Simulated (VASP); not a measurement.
A run of VASP 6.6.1:

Contents of POSCAR:

```
C
1.0
    0.0000000000      1.8547360000      1.9260720000
    1.8547360000      0.0000000000      1.9260720000
    1.8547360000      1.8547360000      0.0000000000
C
2
Direct
    0.5000000000      0.5000000000      0.5000000000
    0.7500000000      0.7500000000      0.7500000000
```

Contents of INCAR.step1:

```
PREC = Accurate
ENCUT = 520
ISMEAR = 0
SIGMA = 0.05
LREAL = F
LASPH = T
NELM = 80
NBANDS = 11
GGA = PE
ALGO = Normal
EDIFF = 1E-4
LWAVE = T
LCHARG = F
```

The input INCAR.step2:

```
PREC = Accurate
ENCUT = 520
EDIFF = 1E-6
ISMEAR = 0
SIGMA = 0.05
LREAL = F
LASPH = T
NELM = 80
ALGO = Normal
ISIF = 2
LWAVE = F
LCHARG = F
METAGGA = R2SCAN
LMIXTAU = T
NBANDS = 11
ISTART = 1
```

The input KPOINTS:

```
Automatic mesh
0
Gamma
  12 12 12
```

Potentials or basis: VASP PAW PBE potentials, release 64 (C).

Command:

```sh
$ cat potpaw_PBE.64/C/POTCAR > POTCAR
$ cp INCAR.step1 INCAR
$ mpirun -np 1 vasp_std > vasp.out
$ cp INCAR.step2 INCAR
$ mpirun -np 1 vasp_std > vasp.out
```

Hardware: 1 thread of AMD EPYC 9R45, on a shared host.

Q: How long does it take, and how much memory?

A: Wall time 2.1 min on 1 thread of AMD EPYC 9R45 (shared host), peak memory 0.1 GiB. Counts: k points 163.
